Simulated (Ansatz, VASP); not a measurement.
# Fe in VASP and in Ansatz

Contents of INCAR:

```
SYSTEM = Fe
PREC = Accurate ; ENCUT = 520
EDIFF = 1E-7 ; ISMEAR = -1
SIGMA = 0.08 ; LREAL = .False.
LASPH = .True. ; NELM = 60
ALGO = Normal ; ISIF = 2
LWAVE = .False. ; LCHARG = .False.
GGA = PS ; NBANDS = 15
```

Contents of KPOINTS:

```
Automatic mesh
0
Gamma
  17 17 10
  0 0 0
```

The input POSCAR:

```
Fe
1.0
    2.4422445470      0.0000000000      0.0000000000
   -1.2211222735      2.1150458200      0.0000000000
    0.0000000000      0.0000000000      3.8546984657
Fe
2
Direct
    0.3333333333      0.6666666667      0.2500000000
    0.6666666667      0.3333333333      0.7500000000
```

Input for Ansatz:

```yaml
crystal:
  lattice:
    - [2.442244547, 0.0, 0.0]
    - [-1.2211222735, 2.11504582, 0.0]
    - [0.0, 0.0, 3.8546984657]
  atoms:
    - { symbol: Fe, position: [0.3333333333, 0.6666666667, 0.25] }
    - { symbol: Fe, position: [0.6666666667, 0.3333333333, 0.75] }
kpoints:
  mp_grid: { grid: [17, 17, 10] }
  band_path:
    path:
      - [0.0, 0.0, 0.0]
      - [0.5, 0.0, 0.0]
      - [0.3333333333, 0.3333333333, 0.0]
      - [0.0, 0.0, 0.0]
      - [0.0, 0.0, 0.5]
      - [0.5, 0.0, 0.5]
      - [0.3333333333, 0.3333333333, 0.5]
      - [0.0, 0.0, 0.5]
      - [0.5, 0.0, 0.5]
    npoints: 5
scf:
  occupations: { method: fermi_dirac, width: 0.08 }
hamiltonian:
  xc: pbesol
  pseudopotentials: { kind: all_electron, lapw: { basis_error: 0.00025 } }
output:
  forces: true
  stress: true
  eigenvalues: true
```

Change from the starting cell: volume scaled by 1.01.

Alike in both runs: task single point; functional PBEsol; k mesh 17 × 17 × 10; occupations fermi-dirac, width 0.08 eV; no spin polarisation.

```csv
,VASP,Ansatz
version,VASP 6.6.1,Ansatz 0.2.0
potentials or method,"VASP PAW PBE potentials, release 64 (Fe), cutoff 520 eV","all-electron LAPW, scalar-relativistic"
```

|  | VASP | Ansatz | Ansatz less VASP |
| --- | --- | --- | --- |
| pressure (GPa) | -4.7 | -4.3 | +0.33 |
| traceless stress, the component that is largest in VASP (GPa) | 0.40 | 0.49 | +0.090 |

VASP's potentials were made for PBE, not for PBEsol. Ansatz ran all-electron here, and VASP with PAW potentials.
